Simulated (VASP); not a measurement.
# DyAgH2 (I4_1/amd) in VASP: notebook

DyAgH2 is run at these levels: PBE; tasks: single point, relaxation of cell and atoms.

All numbers are computed with VASP 6.6.1; they aren't measurements. Logs are shortened: lines on timing, memory, paths and dates and some standing lists are left out, and cuts for length are marked.

## (1) The cell of the first run

It takes space group I4_1/amd (No. 141, tetragonal). Conventional cell: a = 4.342 Å, b = 4.342 Å, c = 11.083 Å, α = 90.00°, β = 90.00°, γ = 90.00°. Within 2.9 Å of Dy (site symmetry -4m2) lie 6 H at 2.22 to 2.24 Å. Ag (site symmetry -4m2) has 4 H at 2.24 Å and 4 Dy at 3.07 Å within 3.1 Å. H (site symmetry 2mm) has 3 Dy at 2.22 to 2.24 Å and 2 Ag at 2.24 Å and 2 H at 2.74 Å within 2.9 Å.

The cell was generated, and may not be a known phase.

## (2) Single point, PBE

Contents of INCAR:

```
PREC = Accurate
ENCUT = 500
EDIFF = 1E-6
ISMEAR = 0
SIGMA = 0.1
LREAL = False
LASPH = True
NELM = 200
ALGO = Normal
ISIF = 2
LWAVE = False
LCHARG = False
GGA = PE
NBANDS = 32
GGA_COMPAT = False
LMAXMIX = 6
```

Contents of KPOINTS:

```
regular mesh
0
Gamma
  10 10 10
```

Contents of POSCAR:

```
DyAgH2
1.0
   -2.1712217044      2.1712217044      5.5415678828
    2.1712217044     -2.1712217044      5.5415678828
    2.1712217044      2.1712217044     -5.5415678828
Dy Ag H
2 2 4
Direct
    0.0000000000      0.0000000000      0.0000000000
    0.7500000000      0.2500000000      0.5000000000
    0.5000000000      0.5000000000      0.0000000000
    0.2500000000      0.7500000000      0.5000000000
    0.2003177511      0.2003177511      0.0000000000
    0.7996822489      0.7996822489      0.0000000000
    0.5496822489      0.0496822489      0.5000000000
    0.9503177511      0.4503177511      0.5000000000
```

Potentials or basis: VASP PAW PBE potentials, release 64 (Dy_3, Ag, H), 4f in core.

Command:

```
$ cat potpaw_PBE.64/Dy_3/POTCAR potpaw_PBE.64/Ag/POTCAR potpaw_PBE.64/H/POTCAR > POTCAR
$ mpirun -np 1 vasp_std > vasp.out
```

OUTCAR:

```text
PREC = Accurate
   ENCUT = 500
   EDIFF = 1E-6
   ISMEAR = 0
   LREAL = False
   LASPH = True
   NELM = 200
   ISIF = 2
   GGA = PE

 ion  position               nearest neighbor table
   1  0.000  0.000  0.000-   5 2.22   6 2.22   7 2.24   8 2.24   7 2.24   8 2.24   3 3.07   3 3.07
                             3 3.07   3 3.07   4 3.52   4 3.52   4 3.52   2 3.52   2 3.52   2 3.52
   2  0.750  0.250  0.500-   7 2.22   8 2.22   6 2.24   5 2.24   6 2.24   5 2.24   4 3.07   4 3.07
                             4 3.07   4 3.07   3 3.52   3 3.52   3 3.52   3 3.52   1 3.52   1 3.52
   3  0.500  0.500  0.000-   7 2.24   8 2.24   7 2.24   8 2.24   1 3.07   1 3.07   1 3.07   1 3.07
                             4 3.52   2 3.52   2 3.52   4 3.52   4 3.52   2 3.52   4 3.52   2 3.52
   4  0.250  0.750  0.500-   6 2.24   5 2.24   6 2.24   5 2.24   2 3.07   2 3.07   2 3.07   2 3.07
                             3 3.52   1 3.52   1 3.52   1 3.52   3 3.52   3 3.52   3 3.52   1 3.52
   5  0.200  0.200  0.000-   1 2.22   4 2.24   2 2.24   2 2.24   4 2.24
   6  0.800  0.800  0.000-   1 2.22   2 2.24   4 2.24   2 2.24   4 2.24
   7  0.550  0.050  0.500-   2 2.22   1 2.24   3 2.24   3 2.24   1 2.24
   8  0.950  0.450  0.500-   2 2.22   1 2.24   3 2.24   1 2.24   3 2.24

  LATTYP: Found a body centered tetragonal cell.
 ALAT       =     4.3424434088
 C/A-ratio  =     2.5522809907

  Lattice vectors:

 A1 = (  -2.1712217044,   2.1712217044,   5.5415678828)
 A2 = (   2.1712217044,  -2.1712217044,   5.5415678828)
 A3 = (   2.1712217044,   2.1712217044,  -5.5415678828)

Analysis of symmetry for initial positions (statically):
=====================================================================
 Subroutine PRICEL returns:
 Original cell was already a primitive cell.

 Routine SETGRP: Setting up the symmetry group for a
 body centered tetragonal supercell.

 Subroutine GETGRP returns: Found 16 space group operations
 (whereof  8 operations were pure point group operations)
 out of a pool of 16 trial point group operations.

The static configuration has the point symmetry D_2d.
 The point group associated with its full space group is D_4h.

Analysis of symmetry for dynamics (positions and initial velocities):
=====================================================================
 Subroutine PRICEL returns:
 Original cell was already a primitive cell.

 Routine SETGRP: Setting up the symmetry group for a
 body centered tetragonal supercell.

 Subroutine GETGRP returns: Found 16 space group operations
 (whereof  8 operations were pure point group operations)
 out of a pool of 16 trial point group operations.

The dynamic configuration has the point symmetry D_2d.
 The point group associated with its full space group is D_4h.

 Subroutine INISYM returns: Found 16 space group operations
 (whereof  8 operations are pure point group operations),
 and found     1 'primitive' translations

----------------------------------------------------------------------------------------

                                     Primitive cell

  volume of cell :     104.4963

  direct lattice vectors                    reciprocal lattice vectors
    -2.171221704  2.171221704  5.541567883     0.000000000  0.230285097  0.090227172
     2.171221704 -2.171221704  5.541567883     0.230285097  0.000000000  0.090227172
     2.171221704  2.171221704 -5.541567883     0.230285097  0.230285097  0.000000000

  length of vectors
     6.335407010  6.335407010  6.335407010     0.247330080  0.247330080  0.325672307

  position of ions in fractional coordinates (direct lattice)
     0.000000000  0.000000000  0.000000000
     0.750000000  0.250000000  0.500000000
     0.500000000  0.500000000  0.000000000
     0.250000000  0.750000000  0.500000000
     0.200317751  0.200317751  0.000000000
     0.799682249  0.799682249  0.000000000
     0.549682249  0.049682249  0.500000000
     0.950317751  0.450317751  0.500000000

  ion indices of the primitive-cell ions
   primitive index   ion index
                 1           1
                 2           2
                 3           3
                 4           4
                 5           5
                 6           6
                 7           7
                 8           8

----------------------------------------------------------------------------------------

 KPOINTS: regular mesh

Automatic generation of k-mesh.
 Grid dimensions read from file:
 generate k-points for:   10   10   10

 Generating k-lattice:

  Cartesian coordinates                     Fractional coordinates (reciprocal lattice)
     0.000000000  0.023028510  0.009022717     0.100000000 -0.000000000  0.000000000
     0.023028510  0.000000000  0.009022717    -0.000000000  0.100000000  0.000000000
     0.023028510  0.023028510  0.000000000     0.000000000  0.000000000  0.100000000

  Length of vectors
     0.024733008  0.024733008  0.032567231

  Shift w.r.t. Gamma in fractional coordinates (k-lattice)
     0.000000000  0.000000000  0.000000000

 Subroutine IBZKPT returns following result:
 ===========================================

 Found    102 irreducible k-points:

 Following reciprocal coordinates:
            Coordinates               Weight
  0.000000  0.000000  0.000000      1.000000
  0.100000  0.000000 -0.000000      8.000000
  0.200000  0.000000 -0.000000      8.000000
  0.300000  0.000000  0.000000      8.000000
  0.400000  0.000000  0.000000      8.000000
  0.500000  0.000000 -0.000000      4.000000
[... 16 lines left out ...]
  0.300000  0.300000 -0.000000      8.000000
  0.400000  0.300000 -0.000000     16.000000
 [... further k-points ...]
   k-points           NKPTS =    102   k-points in BZ     NKDIM =    102   number of bands    NBANDS=     32
   number of dos      NEDOS =    301   number of ions     NIONS =      8
   total plane-waves  NPLWV = 110592
   dimension x,y,z NGX =    48 NGY =   48 NGZ =   48
   dimension x,y,z NGXF=    96 NGYF=   96 NGZF=   96
   ions per type =               2   2   4
   NGX,Y,Z   is equivalent  to a cutoff of  12.60, 12.60, 12.60 a.u.
   NGXF,Y,Z  is equivalent  to a cutoff of  25.19, 25.19, 25.19 a.u.
 SYSTEM =  unknown system
   PREC   = accura    normal or accurate (medium, high low for compatibility)
   ISTART =      0    job   : 0-new  1-cont  2-samecut
   ICHARG =      2    charge: 1-file 2-atom 10-const
   ISPIN  =      1    spin polarized calculation?
   LNONCOLLINEAR =      F non collinear calculations
   LSORBIT =      F    spin-orbit coupling
   LASPH  =      T    aspherical Exc in radial PAW
   ENCUT  =  500.0 eV  36.75 Ry    6.06 a.u.  11.55 11.55 11.55*2*pi/ulx,y,z
   NELM   =    200;   NELMIN=  2; NELMDL= -5     # of ELM steps
   EDIFF  = 0.1E-05   stopping-criterion for ELM
   LREAL  =      F    real-space projection
   EDIFFG = 0.1E-04   stopping-criterion for IOM
   NSW    =      0    number of steps for IOM
   IBRION =     -1    ionic relax: 0-MD 1-quasi-New 2-CG
   NFREE  =      0    steps in history (QN), initial steepest desc. (CG)
   ISIF   =      2    stress and relaxation
   ISYM   =      2    0-nonsym 1-usesym 2-fastsym
   POTIM  = 0.5000    time-step for ionic-motion
   TEBEG  =    0.0;   TEEND  =   0.0 temperature during run
   PSTRESS=    0.0 pullay stress
   NELECT =      44.0000    total number of electrons
   NUPDOWN=      -1.0000    fix difference up-down
   EMIN   =  10.00;   EMAX   =-10.00  energy-range for DOS
   EFERMI =   0.00;   METHOD = LEGACY
   ISMEAR =     0;   SIGMA  =   0.10  broadening in eV -4-tet -1-fermi 0-gaus
   EFERMI_NEDOS =   21; number of points for ismear=-14 and -15
   IALGO  =     38    algorithm
   IMIX   =      4    mixing-type and parameters
     AMIX     =   0.40;   BMIX     =  1.00
     AMIX_MAG =   1.60;   BMIX_MAG =  1.00
  volume/ion in A,a.u.               =      13.06        88.15
  Fermi-wavevector in a.u.,A,eV,Ry     =   1.227040  2.318769 20.485302  1.505627
  Thomas-Fermi vector in A             =   2.362018
   LORBIT       =      0    0 simple, 1 ext, 2 COOP (PROOUT), +10 PAW based schemes
   GGA     = PE    functional components
   LHFCALC =     F    Hartree Fock is set to
   AEXX    =    0.0000 exact exchange contribution
   IVDW    =     0    specifies the selected vdW correction
   LEPSILON=     F    determine dielectric tensor
   LRPA    =     F    only Hartree local field effects (RPA)
 non-spin polarized calculation
 Gauss-broadening in eV      SIGMA  =   0.10
  energy-cutoff  :      500.00
  volume of cell :      104.50
 maximum number of plane-waves:      2676
 NGX is ok and might be reduce to    48
   NGX = 23   NGY = 23   NGZ = 23

 number of electron      43.9999999 magnetization

 Free energy of the ion-electron system (eV)
  ---------------------------------------------------
  ext. energy  EPLUGINS =         0.00000000
  ---------------------------------------------------
  free energy    TOTEN  =       -30.60596617 eV

  energy without entropy =      -30.59663376  energy(sigma->0) =      -30.60129997

 E-fermi :   5.1562     XC(G=0): -10.8448

 val. band max:        5.1559207096   @ k =  -0.4000  -0.4000   0.1000
 cond. band min:       5.1616447118   @ k =  -0.1000   0.3000   0.1000
 fundamental gap:      0.0057240022
 Fermi energy:         5.1561622113

 k-point     1 :       0.0000    0.0000    0.0000
  band No.  band energies     occupation
      1     -18.5883      2.00000
      2     -18.3164      2.00000
      3     -18.3164      2.00000
      4     -18.2313      2.00000
      5     -18.2313      2.00000
      6     -18.0838      2.00000
[... 24 lines left out ...]
     31      10.7154      0.00000
     32      10.7154      0.00000

 k-point     2 :       0.1000    0.0000   -0.0000
  band No.  band energies     occupation
      1     -18.5838      2.00000
      2     -18.3293      2.00000
      3     -18.3191      2.00000
      4     -18.2371      2.00000
      5     -18.2290      2.00000
      6     -18.0867      2.00000
[... 24 lines left out ...]
     31      10.5306      0.00000
     32      11.1950      0.00000
[... 733 lines left out ...]
     31      10.4167      0.00000
     32      10.9652      0.00000

 k-point    24 :       0.4000    0.3000   -0.0000
  band No.  band energies     occupation
      1     -18.5210      2.00000
      2     -18.4807      2.00000
      3     -18.3626      2.00000
      4     -18.3129      2.00000
      5     -18.1824      2.00000
      6     -18.1485      2.00000
[... 24 lines left out ...]
     31      10.4427      0.00000
     32      11.2076      0.00000

 [... further k-points ...]

------------------------ aborting loop because EDIFF is reached ----------------------------------------

  FORCE on cell =-STRESS in cart. coord.  units (eV):
  Direction    XX          YY          ZZ          XY          YZ          ZX
  --------------------------------------------------------------------------------------
  -------------------------------------------------------------------------------------
  Total        0.1711105      0.1711105      0.2924633      0.0000000      0.0000000      0.0000000
  in kB        2.6235314      2.6235314      4.4841583      0.0000000      0.0000000      0.0000000
  external PRESSURE =       3.2437404 kB  Pullay stress =       0.0000000 kB

 VOLUME and BASIS-vectors are now :
 -----------------------------------------------------------------------------
  energy-cutoff  :      500.00
  volume of cell :      104.50
      direct lattice vectors                 reciprocal lattice vectors
    -2.171221704  2.171221704  5.541567883     0.000000000  0.230285097  0.090227172
     2.171221704 -2.171221704  5.541567883     0.230285097  0.000000000  0.090227172
     2.171221704  2.171221704 -5.541567883     0.230285097  0.230285097  0.000000000

 POSITION                                       TOTAL-FORCE (eV/Angst)
 -----------------------------------------------------------------------------------
      0.00000      0.00000      0.00000        -0.000000     -0.000000     -0.000000
      0.00000      2.17122      2.77078        -0.000000     -0.000000     -0.000000
      0.00000      0.00000      5.54157        -0.000000     -0.000000      0.000000
      2.17122      0.00000      2.77078        -0.000000     -0.000000     -0.000000
      0.00000      0.00000      2.22015        -0.000000      0.000000      0.003849
      0.00000      0.00000      8.86299        -0.000000      0.000000     -0.003849
      0.00000      2.17122      0.55064         0.000000     -0.000000     -0.003849
     -0.00000      2.17122      4.99093         0.000000     -0.000000      0.003849
 -----------------------------------------------------------------------------------
    total drift:                                0.000000     -0.000000      0.000000

  FREE ENERGIE OF THE ION-ELECTRON SYSTEM (eV)
  ---------------------------------------------------
  free  energy   TOTEN  =       -30.6059661739 eV

  energy  without entropy=      -30.5966337635  energy(sigma->0) =      -30.60129997
```

Run time: 5.7 min. Hardware: 1 thread of Intel Xeon Platinum 8488C (Sapphire Rapids), shared host; peak memory 0.52 GiB.

What came out:

* Free energy: -30.6060 eV
* Pressure: 0.3 GPa
* Largest force: 0.004 eV/Å
* Band gap on the k mesh: zero (bands 22 and 23 overlap by 1.73 eV)

Forces on the atoms (eV/Å):
```
Dy   0.000  0.000  0.000
Dy   0.000  0.000  0.000
Ag   0.000  0.000  0.000
Ag   0.000  0.000  0.000
H    0.000  0.000  0.004
H    0.000  0.000 -0.004
H    0.000  0.000 -0.004
H    0.000  0.000  0.004
```

Stress tensor (GPa, compression positive):
```
0.26 0.00 0.00
0.00 0.26 0.00
0.00 0.00 0.45
```

Caveat: spin-orbit coupling is left out, which moves the levels of the heavy elements; the 4f electrons are frozen in the core, so they carry no moment and show no levels.

## (3) Single point, PBE

Contents of INCAR:

```
PREC     = Accurate       # precision mode
ENCUT    = 500            # plane-wave cutoff, eV
EDIFF    = 1E-6           # SCF threshold, eV
ISMEAR   = 0              # smearing method
SIGMA    = 0.1            # smearing width, eV
LREAL    = F              # projectors in reciprocal space
LASPH    = T              # aspherical terms in the spheres
NELM     = 200            # most SCF steps
ALGO     = Normal         # electronic algorithm
ISIF     = 2              # what is computed and relaxed
LWAVE    = F              # write WAVECAR
LCHARG   = F              # write CHGCAR
GGA      = PE             # functional
NBANDS   = 32             # bands
GGA_COMPAT= F            
LMAXMIX  = 6              # l up to which the mixer works
```

KPOINTS is that of step 2.

Contents of POSCAR:

```
DyAgH2
1.0
   -2.1711520515      2.1711520515      5.5404456591
    2.1711520515     -2.1711520515      5.5404456591
    2.1711520515      2.1711520515     -5.5404456591
Dy Ag H
2 2 4
Direct
    0.0000000000      0.0000000000      0.0000000000
    0.7500000000      0.2500000000      0.5000000000
    0.5000000000      0.5000000000      0.0000000000
    0.2500000000      0.7500000000      0.5000000000
    0.2003069651      0.2003069651      0.0000000000
    0.7996930349      0.7996930349      0.0000000000
    0.5496930349      0.0496930349      0.5000000000
    0.9503069651      0.4503069651      0.5000000000
```

Potentials or basis: VASP PAW PBE potentials, release 64 (Dy_3, Ag, H), 4f in core.

Command:

```
$ cat potpaw_PBE.64/Dy_3/POTCAR potpaw_PBE.64/Ag/POTCAR potpaw_PBE.64/H/POTCAR > POTCAR
$ mpirun -np 1 vasp_std > vasp.out
```

Wall time 5.6 min (1 thread of Intel Xeon Platinum 8488C (Sapphire Rapids), shared host); peak memory 0.51 GiB.

It converged, with:

```yaml
Free_energy: -30.6059 eV
Pressure: 0.3 GPa
Largest_force: 0.005 eV/Å
Band_gap_on_the_k_mesh: zero (bands 22 and 23 overlap by 1.73 eV)
```

Forces on the atoms (eV/Å):
```
Dy   0.000  0.000  0.000
Dy   0.000  0.000  0.000
Ag   0.000  0.000  0.000
Ag   0.000  0.000  0.000
H    0.000  0.000  0.005
H    0.000  0.000 -0.005
H    0.000  0.000 -0.005
H    0.000  0.000  0.005
```

Stress tensor (GPa, compression positive):
```
0.27 0.00 0.00
0.00 0.27 0.00
0.00 0.00 0.49
```

Levels at points of the mesh, in eV from the Fermi level:
| k point | band 18 | band 19 | band 20 | band 21 | band 22 | band 23 | band 24 | band 25 | band 26 | band 27 |
| --- | --- | --- | --- | --- | --- | --- | --- | --- | --- | --- |
| (0.00, 0.00, 0.00) | -3.75 | -2.54 | -1.95 | -0.09 | 0.74 | 0.94 | 0.94 | 2.10 | 2.10 | 3.28 |
| (0.50, 0.00, 0.00) | -4.43 | -3.66 | -3.22 | -2.15 | 0.04 | 0.54 | 1.56 | 1.93 | 2.05 | 2.66 |
| (0.50, 0.50, 0.00) | -4.31 | -3.75 | -3.75 | -2.47 | -2.47 | 0.66 | 0.66 | 2.54 | 2.54 | 3.25 |
| (0.50, 0.50, 0.50) | -4.30 | -2.65 | -2.65 | 0.97 | 0.97 | 1.66 | 1.66 | 2.40 | 2.40 | 3.75 |

Caveat: spin-orbit coupling is left out, which moves the levels of the heavy elements; the 4f electrons are frozen in the core, so they carry no moment and show no levels.

## (4) Single point, PBE (13.45 Å³/atom)

This run uses another cell than the first one, of 13.45 Å³/atom.

Contents of INCAR:

```
ALGO     = Normal         # electronic algorithm
EDIFF    = 1E-6           # SCF threshold, eV
ENCUT    = 500            # plane-wave cutoff, eV
GGA      = PE             # functional
GGA_COMPAT= False        
ISIF     = 2              # what is computed and relaxed
ISMEAR   = 0              # smearing method
LASPH    = True           # aspherical terms in the spheres
LCHARG   = False          # write CHGCAR
LMAXMIX  = 6              # l up to which the mixer works
LREAL    = False          # projectors in reciprocal space
LWAVE    = False          # write WAVECAR
NBANDS   = 32             # bands
NELM     = 200            # most SCF steps
PREC     = Accurate       # precision mode
SIGMA    = 0.1            # smearing width, eV
```

Contents of KPOINTS:

```
k-points
0
Gamma
  10 10 10
```

Contents of POSCAR:

```
DyAgH2
1.0
   -2.1887527985      2.1887527985      5.6167461594
    2.1887527985     -2.1887527985      5.6167461594
    2.1887527985      2.1887527985     -5.6167461594
Dy Ag H
2 2 4
Direct
    0.0000000000      0.0000000000      0.0000000000
    0.7500000000      0.2500000000      0.5000000000
    0.5000000000      0.5000000000      0.0000000000
    0.2500000000      0.7500000000      0.5000000000
    0.1992407890      0.1992407890      0.0000000000
    0.8007592110      0.8007592110      0.0000000000
    0.5507592110      0.0507592110      0.5000000000
    0.9492407890      0.4492407890      0.5000000000
```

Command:

```
$ cat potpaw_PBE.64/Dy_3/POTCAR potpaw_PBE.64/Ag/POTCAR potpaw_PBE.64/H/POTCAR > POTCAR
$ mpirun -np 1 vasp_std > vasp.out
```

Run time: 6 min. Hardware: 1 thread of Intel Xeon Platinum 8488C (Sapphire Rapids), shared host; peak memory 0.53 GiB.

Results (log left out):

| Property | Result |
| --- | --- |
| Free energy | -30.5932 eV |
| Pressure | -1.8 GPa |
| Largest force | 0.005 eV/Å |
| Band gap on the k mesh | zero (bands 22 and 23 overlap by 1.68 eV) |

Forces in eV/Å, atoms in the order of the input:
```
Dy   0.000  0.000  0.000
Dy   0.000  0.000  0.000
Ag   0.000  0.000  0.000
Ag   0.000  0.000  0.000
H    0.000  0.000  0.005
H    0.000  0.000 -0.005
H    0.000  0.000 -0.005
H    0.000  0.000  0.005
```

Stress tensor (GPa, compression positive):
```
-1.87  0.00  0.00
 0.00 -1.87  0.00
 0.00  0.00 -1.69
```

Levels at points of the mesh, in eV from the Fermi level:
```
           k point  band 18  band 19  band 20  band 21  band 22  band 23  band 24  band 25  band 26  band 27
(0.00, 0.00, 0.00)    -3.74    -2.62    -1.99    -0.08     0.65     0.92     0.92     2.03     2.03     3.17
(0.50, 0.00, 0.00)    -4.40    -3.65    -3.25    -2.15     0.05     0.54     1.46     1.86     1.99     2.57
(0.50, 0.50, 0.00)    -4.26    -3.74    -3.74    -2.46    -2.46     0.63     0.63     2.44     2.44     3.16
(0.50, 0.50, 0.50)    -4.27    -2.68    -2.68     0.94     0.94     1.60     1.60     2.33     2.33     3.63
```

Caveat: spin-orbit coupling is left out, which moves the levels of the heavy elements; the 4f electrons are frozen in the core, so they carry no moment and show no levels. Spin polarisation is off, so any magnetic state and its effect on volume and gap are missing.

(Part 1 of 2 ends here.)

The gap in the log of VASP goes by the Fermi energy; the results here count the filled bands.